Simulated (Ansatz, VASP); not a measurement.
BAs: VASP beside Ansatz

```
B As
1.0
     0.00000    2.36606    2.36606
     2.36606    0.00000    2.36606
     2.36606    2.36606    0.00000
B As
1 1
Direct
  0.00000 0.00000 0.00000
  0.25000 0.25000 0.25000
```

Alike in both runs: functional LDA; k mesh 8 × 8 × 8; no spin polarisation.

Ansatz relaxed the structure, and its values are those at the end. VASP's run is a single point on that final structure, the one shown.

```csv
,VASP,Ansatz
version,VASP 6.6.1,Ansatz 0.2.0
potentials or method,"VASP PAW LDA potentials, release 64 (B, As), cutoff 520 eV","plane waves, PAW"
occupations,"gaussian, width 0.01 eV",fixed
valence electrons in the cell,8,18
```

Ansatz gave:

- pressure (GPa): 0.0

**Question.** What did VASP give for the same quantities?

**Answer.** Pressure (GPa): 1.0.

LDA's correlation is that of Perdew and Zunger in VASP and of Perdew and Wang (1992) in Ansatz. VASP's potentials hold 8 valence electrons a cell and Ansatz's 18, so a difference there can come from the potentials and not from the codes.
